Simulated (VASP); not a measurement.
# CoC2Se2N2 (C2/m) in VASP: single point with PBEsol

Aim: the single point of CoC2Se2N2 with PBEsol.

Everything below comes from runs of VASP 6.6.1. Logs are shortened: lines on timing, memory, paths and dates and some standing lists are left out, and cuts for length are marked.

### 1 The cell of the first run

It takes space group C2/m (No. 12, monoclinic). Conventional cell: a = 10.893 Å, b = 3.830 Å, c = 6.339 Å, α = 90.00°, β = 105.86°, γ = 90.00°. Within 2.8 Å of Co (site symmetry 2/m) lie 2 N at 2.09 Å and 4 Se at 2.65 Å. Within 1.6 Å of C (site symmetry m) lie 1 N at 1.17 Å. Within 1.6 Å of N (site symmetry m) lie 1 C at 1.17 Å. Within 2.3 Å of Se (site symmetry m) lie 1 C at 1.70 Å.

### 2 Single point, PBEsol

POSCAR reads:

```
CoC2Se2N2
1.0
    0.0000000000      3.8295104800      0.0000000000
    5.4465341500     -1.9147557400      0.0000000000
    1.7325548700      0.0000000000     -6.0975335500
Co C N Se
1 2 2 2
Direct
    0.0000000000      0.0000000000      0.0000000000
    0.7644300000      0.5288600000      0.7813800000
    0.2355700000      0.4711400000      0.2186200000
    0.8619500000      0.7239000000      0.8270600000
    0.1380500000      0.2761000000      0.1729400000
    0.6185200000      0.2370400000      0.7319400000
    0.3814800000      0.7629600000      0.2680600000
```

INCAR.step1 reads:

```
ALGO = Normal ; EDIFF = 1E-6
ENCUT = 520 ; GGA = PS
ISIF = 2 ; ISMEAR = -1
LASPH = True ; LCHARG = True
LMAXMIX = 4 ; LREAL = False
LWAVE = False ; NBANDS = 28
NELM = 100 ; PREC = Accurate
SIGMA = 0.1
```

KPOINTS.step1 reads:

```
k-points
0
Gamma
  7 7 4
```

INCAR.step2 reads:

```
ALGO = Normal ; EDIFF = 1E-6
ENCUT = 520 ; GGA = PS
ICHARG = 11 ; ISIF = 2
ISMEAR = -5 ; LASPH = True
LCHARG = False ; LMAXMIX = 4
LORBIT = 11 ; LREAL = False
LWAVE = False ; NBANDS = 28
NEDOS = 2001 ; NELM = 100
PREC = Accurate ; SIGMA = 0.1
```

KPOINTS.step2 reads:

```
k-points
0
Gamma
  11 11 6
```

Potentials or basis: VASP PAW PBE potentials, release 64 (Co, C, N, Se).

Started as:

```bash
$ cat potpaw_PBE.64/Co/POTCAR potpaw_PBE.64/C/POTCAR potpaw_PBE.64/N/POTCAR potpaw_PBE.64/Se/POTCAR > POTCAR
$ cp INCAR.step1 INCAR
$ cp KPOINTS.step1 KPOINTS
$ mpirun -np 1 vasp_std > vasp.out
$ cp INCAR.step2 INCAR
$ cp KPOINTS.step2 KPOINTS
$ mpirun -np 1 vasp_std > vasp.out
```

OUTCAR:

```text
EDIFF = 1E-6
   ENCUT = 520
   GGA = PS
   ICHARG = 11
   ISIF = 2
   ISMEAR = -5
   LASPH = True
   LORBIT = 11
   LREAL = False
   NELM = 100
   PREC = Accurate

 ion  position               nearest neighbor table
   1  0.000  0.000  0.000-   4 2.09   5 2.09   6 2.65   7 2.65   7 2.65   6 2.65
   2  0.764  0.529  0.781-   4 1.17   6 1.70
   3  0.236  0.471  0.219-   5 1.17   7 1.70
   4  0.862  0.724  0.827-   2 1.17   1 2.09
   5  0.138  0.276  0.173-   3 1.17   1 2.09
   6  0.619  0.237  0.732-   2 1.70   1 2.65   1 2.65
   7  0.381  0.763  0.268-   3 1.70   1 2.65   1 2.65

  LATTYP: Found a base centered monoclinic cell.
 ALAT       =    10.8930683000
 B/A-ratio  =     0.3515548030
 C/A-ratio  =     0.5819205848
 COS(beta)  =    -0.2733210313

  Lattice vectors:

 A1 = (  -5.4465341500,  -1.9147547400,   0.0000000000)
 A2 = (  -5.4465341500,   1.9147557400,   0.0000000000)
 A3 = (   1.7325548700,   0.0000000000,  -6.0975335500)

Analysis of symmetry for initial positions (statically):
=====================================================================
 Subroutine PRICEL returns:
 Original cell was already a primitive cell.

 Routine SETGRP: Setting up the symmetry group for a
 base centered monoclinic supercell.

 Subroutine GETGRP returns: Found  4 space group operations
 (whereof  4 operations were pure point group operations)
 out of a pool of  4 trial point group operations.

The static configuration has the point symmetry C_2h.

Analysis of symmetry for dynamics (positions and initial velocities):
=====================================================================
 Subroutine PRICEL returns:
 Original cell was already a primitive cell.

 Routine SETGRP: Setting up the symmetry group for a
 base centered monoclinic supercell.

 Subroutine GETGRP returns: Found  4 space group operations
 (whereof  4 operations were pure point group operations)
 out of a pool of  4 trial point group operations.

The dynamic configuration has the point symmetry C_2h.

 Subroutine INISYM returns: Found  4 space group operations
 (whereof  4 operations are pure point group operations),
 and found     1 'primitive' translations

----------------------------------------------------------------------------------------

                                     Primitive cell

  volume of cell :     127.1797

  direct lattice vectors                    reciprocal lattice vectors
     0.000000000  3.829510480  0.000000000     0.091801523  0.261129981  0.026084510
     5.446534150 -1.914755740  0.000000000     0.183602998  0.000000000  0.052169007
     1.732554870  0.000000000 -6.097533550     0.000000000  0.000000000 -0.164000738

  length of vectors
     3.829510480  5.773302676  6.338900675     0.278023000  0.190870810  0.164000738

  position of ions in fractional coordinates (direct lattice)
     0.000000000  0.000000000  0.000000000
     0.764430000  0.528860000  0.781380000
     0.235570000  0.471140000  0.218620000
     0.861950000  0.723900000  0.827060000
     0.138050000  0.276100000  0.172940000
     0.618520000  0.237040000  0.731940000
     0.381480000  0.762960000  0.268060000

  ion indices of the primitive-cell ions
   primitive index   ion index
                 1           1
                 2           2
                 3           3
                 4           4
                 5           5
                 6           6
                 7           7

----------------------------------------------------------------------------------------

 KPOINTS: k-points

Automatic generation of k-mesh.
 Grid dimensions read from file:
 generate k-points for:   11   11    6

 Generating k-lattice:

  Cartesian coordinates                     Fractional coordinates (reciprocal lattice)
     0.008345593  0.023739089  0.002371319     0.090909091  0.000000000  0.000000000
     0.016691182  0.000000000  0.004742637     0.000000000  0.090909091  0.000000000
     0.000000000  0.000000000 -0.027333456     0.000000000  0.000000000  0.166666667

  Length of vectors
     0.025274818  0.017351892  0.027333456

  Shift w.r.t. Gamma in fractional coordinates (k-lattice)
     0.000000000  0.000000000  0.000000000

 TETIRR: Found   2174 inequivalent tetrahedra from     4356

 Subroutine IBZKPT returns following result:
 ===========================================

 Found    204 irreducible k-points:

 Following reciprocal coordinates:
            Coordinates               Weight
  0.000000  0.000000  0.000000      1.000000
  0.090909  0.000000  0.000000      4.000000
  0.181818  0.000000  0.000000      4.000000
  0.272727  0.000000  0.000000      4.000000
  0.363636  0.000000  0.000000      4.000000
  0.454545  0.000000  0.000000      4.000000
[... 16 lines left out ...]
 -0.454545  0.181818 -0.000000      4.000000
 -0.363636  0.181818 -0.000000      2.000000
 [... further k-points ...]
   k-points           NKPTS =    204   k-points in BZ     NKDIM =    204   number of bands    NBANDS=     28
   number of dos      NEDOS =   2001   number of ions     NIONS =      7
   total plane-waves  NPLWV =  64512
   dimension x,y,z NGX =    28 NGY =   48 NGZ =   48
   dimension x,y,z NGXF=    56 NGYF=   96 NGZF=   96
   ions per type =               1   2   2   2
   NGX,Y,Z   is equivalent  to a cutoff of  12.16, 13.82, 12.59 a.u.
   NGXF,Y,Z  is equivalent  to a cutoff of  24.31, 27.64, 25.18 a.u.
 SYSTEM =  unknown system
   PREC   = accura    normal or accurate (medium, high low for compatibility)
   ISTART =      0    job   : 0-new  1-cont  2-samecut
   ICHARG =     11    charge: 1-file 2-atom 10-const
   ISPIN  =      1    spin polarized calculation?
   LNONCOLLINEAR =      F non collinear calculations
   LSORBIT =      F    spin-orbit coupling
   LASPH  =      T    aspherical Exc in radial PAW
   ENCUT  =  520.0 eV  38.22 Ry    6.18 a.u.   7.12 10.73 11.79*2*pi/ulx,y,z
   NELM   =    100;   NELMIN=  2; NELMDL=  0     # of ELM steps
   EDIFF  = 0.1E-05   stopping-criterion for ELM
   LREAL  =      F    real-space projection
[... 7 lines left out ...]
   TEBEG  =    0.0;   TEEND  =   0.0 temperature during run
   PSTRESS=    0.0 pullay stress
   NELECT =      39.0000    total number of electrons
   NUPDOWN=      -1.0000    fix difference up-down
   EMIN   =  10.00;   EMAX   =-10.00  energy-range for DOS
   EFERMI =   0.00;   METHOD = LEGACY
   ISMEAR =    -5;   SIGMA  =   0.10  broadening in eV -4-tet -1-fermi 0-gaus
   EFERMI_NEDOS =   21; number of points for ismear=-14 and -15
   IALGO  =     38    algorithm
   IMIX   =      4    mixing-type and parameters
     AMIX     =   0.40;   BMIX     =  1.00
     AMIX_MAG =   1.60;   BMIX_MAG =  1.00
  volume/ion in A,a.u.               =      18.17       122.61
  Fermi-wavevector in a.u.,A,eV,Ry     =   1.103970  2.086200 16.582087  1.218749
  Thomas-Fermi vector in A             =   2.240436
   LORBIT       =     11    0 simple, 1 ext, 2 COOP (PROOUT), +10 PAW based schemes
   GGA     = PS    functional components
   LHFCALC =     F    Hartree Fock is set to
   AEXX    =    0.0000 exact exchange contribution
   IVDW    =     0    specifies the selected vdW correction
   LEPSILON=     F    determine dielectric tensor
   LRPA    =     F    only Hartree local field effects (RPA)
 non-spin polarized calculation
 Fermi weights with tetrahedron method with Bloechl corrections
  energy-cutoff  :      520.00
  volume of cell :      127.18
 maximum number of plane-waves:      3444

 number of electron      39.0000005 magnetization

 Free energy of the ion-electron system (eV)
  ---------------------------------------------------
  ext. energy  EPLUGINS =         0.00000000
  ---------------------------------------------------
  free energy    TOTEN  =       -48.23013538 eV

  energy without entropy =      -48.23013538  energy(sigma->0) =      -48.23013538

 E-fermi :   2.3253     XC(G=0):  -8.9237

 val. band max:        2.3259214363   @ k =   0.4545   0.0000   0.1667
 cond. band min:       2.3211766515   @ k =   0.0000   0.2727   0.1667
 fundamental gap:     -0.0047447848
 Fermi energy:         2.3253084370

 k-point     1 :       0.0000    0.0000    0.0000
  band No.  band energies     occupation
      1     -16.6537      2.00000
      2     -16.3187      2.00000
      3     -12.9720      2.00000
      4     -12.8371      2.00000
      5      -6.5124      2.00000
      6      -5.9446      2.00000
[... 20 lines left out ...]
     27       7.2134      0.00000
     28       7.6257      0.00000

 k-point     2 :       0.0909    0.0000    0.0000
  band No.  band energies     occupation
      1     -16.6415      2.00000
      2     -16.3201      2.00000
      3     -12.9622      2.00000
      4     -12.8304      2.00000
      5      -6.4672      2.00000
      6      -5.9087      2.00000
[... 20 lines left out ...]
     27       7.1410      0.00000
     28       7.9856      0.00000

 k-point     3 :       0.1818    0.0000    0.0000
  band No.  band energies     occupation
      1     -16.6074      2.00000
      2     -16.3257      2.00000
      3     -12.9354      2.00000
      4     -12.8122      2.00000
      5      -6.3380      2.00000
      6      -5.8085      2.00000
[... 20 lines left out ...]
     27       7.2269      0.00000
     28       8.2000      0.00000

 k-point     4 :       0.2727    0.0000    0.0000
  band No.  band energies     occupation
      1     -16.5574      2.00000
      2     -16.3382      2.00000
      3     -12.8985      2.00000
      4     -12.7880      2.00000
      5      -6.1435      2.00000
      6      -5.6693      2.00000
[... 20 lines left out ...]
     27       7.3967      0.00000
     28       8.2502      0.00000

 k-point     5 :       0.3636    0.0000    0.0000
  band No.  band energies     occupation
      1     -16.5002      2.00000
      2     -16.3608      2.00000
      3     -12.8627      2.00000
      4     -12.7653      2.00000
      5      -5.9148      2.00000
      6      -5.5424      2.00000
[... 20 lines left out ...]
     27       7.5338      0.00000
     28       8.1042      0.00000

 k-point     6 :       0.4545    0.0000    0.0000
  band No.  band energies     occupation
      1     -16.4451      2.00000
      2     -16.3953      2.00000
      3     -12.8405      2.00000
      4     -12.7516      2.00000
      5      -5.7093      2.00000
      6      -5.5053      2.00000
[... 463 lines left out ...]
      5      -5.5692      2.00000
      6      -5.4106      2.00000
[... 20 lines left out ...]
     27       7.7519      0.00000
     28       8.0930      0.00000

 k-point    22 :       0.4545    0.1818   -0.0000
  band No.  band energies     occupation
      1     -16.4329      2.00000
      2     -16.4034      2.00000
      3     -12.8528      2.00000
      4     -12.7564      2.00000
      5      -5.7101      2.00000
      6      -5.2982      2.00000
[... 20 lines left out ...]
     27       7.6169      0.00000
     28       7.9458      0.00000

 k-point    23 :      -0.4545    0.1818   -0.0000
  band No.  band energies     occupation
      1     -16.4536      2.00000
      2     -16.3901      2.00000
      3     -12.8369      2.00000
      4     -12.7407      2.00000
      5      -5.9065      2.00000
      6      -5.3882      2.00000
[... 20 lines left out ...]
     27       7.5331      0.00000
     28       7.8634      0.00000

 k-point    24 :      -0.3636    0.1818   -0.0000
  band No.  band energies     occupation
      1     -16.5091      2.00000
      2     -16.3588      2.00000
      3     -12.8505      2.00000
      4     -12.7474      2.00000
      5      -6.0981      2.00000
      6      -5.5541      2.00000
[... 20 lines left out ...]
     27       7.6808      0.00000
     28       7.6963      0.00000

 [... further k-points ...]

------------------------ aborting loop because EDIFF is reached ----------------------------------------

  FORCE on cell =-STRESS in cart. coord.  units (eV):
  Direction    XX          YY          ZZ          XY          YZ          ZX
  --------------------------------------------------------------------------------------
  -------------------------------------------------------------------------------------
  Total        4.5566508     -3.8355634     -4.6460294     -0.0000004      0.0000002     -0.5012579
  in kB       57.4035348    -48.3194580    -58.5295045     -0.0000051      0.0000021     -6.3147209
  external PRESSURE =     -16.4818092 kB  Pullay stress =       0.0000000 kB

 VOLUME and BASIS-vectors are now :
 -----------------------------------------------------------------------------
  energy-cutoff  :      520.00
  volume of cell :      127.18
      direct lattice vectors                 reciprocal lattice vectors
     0.000000000  3.829510480  0.000000000     0.091801523  0.261129981  0.026084510
     5.446534150 -1.914755740  0.000000000     0.183602998  0.000000000  0.052169007
     1.732554870  0.000000000 -6.097533550     0.000000000  0.000000000 -0.164000738

 POSITION                                       TOTAL-FORCE (eV/Angst)
 -----------------------------------------------------------------------------------
      0.00000      0.00000      0.00000        -0.000000      0.000000      0.000000
      4.23424      1.91475     -4.76449         2.892764     -0.000000     -0.872501
      2.94485     -0.00000     -1.33304        -2.892764      0.000000      0.872501
      5.37567      1.91475     -5.04303         2.156394     -0.000000     -1.017427
      1.80342     -0.00000     -1.05451        -2.156394      0.000000      1.017427
      2.55917      1.91476     -4.46303        -3.698434      0.000000     -0.155069
      4.61992     -0.00000     -1.63450         3.698434     -0.000000      0.155069
 -----------------------------------------------------------------------------------
    total drift:                                0.000000     -0.000000     -0.000000

  FREE ENERGIE OF THE ION-ELECTRON SYSTEM (eV)
  ---------------------------------------------------
  free  energy   TOTEN  =       -48.2301353800 eV

  energy  without entropy=      -48.2301353800  energy(sigma->0) =      -48.23013538

 total charge

# of ion       s       p       d       tot
------------------------------------------
    1        0.291   0.321   7.290   7.901
    2        0.920   1.751   0.000   2.671
    3        0.920   1.751   0.000   2.671
    4        1.279   2.549   0.000   3.828
    5        1.279   2.549   0.000   3.828
    6        1.474   2.356   0.102   3.932
    7        1.474   2.356   0.102   3.932
--------------------------------------------------
tot          7.635  13.633   7.494  28.761
```

Wall time 9.8 min (1 thread of Intel Xeon Platinum 8488C (Sapphire Rapids), shared host); peak memory 0.79 GiB.

What came out:

```
Valence electrons inside the program's atomic spheres : Co 7.90; C 2.67; N 3.83; Se 3.93
```

Caveat: the PAW data sets were made with another functional, which shifts forces and pressure a little; the run has no spin polarisation, though such a crystal can be magnetic. Spin polarisation is off, so any magnetic state and its effect on volume and gap are missing.
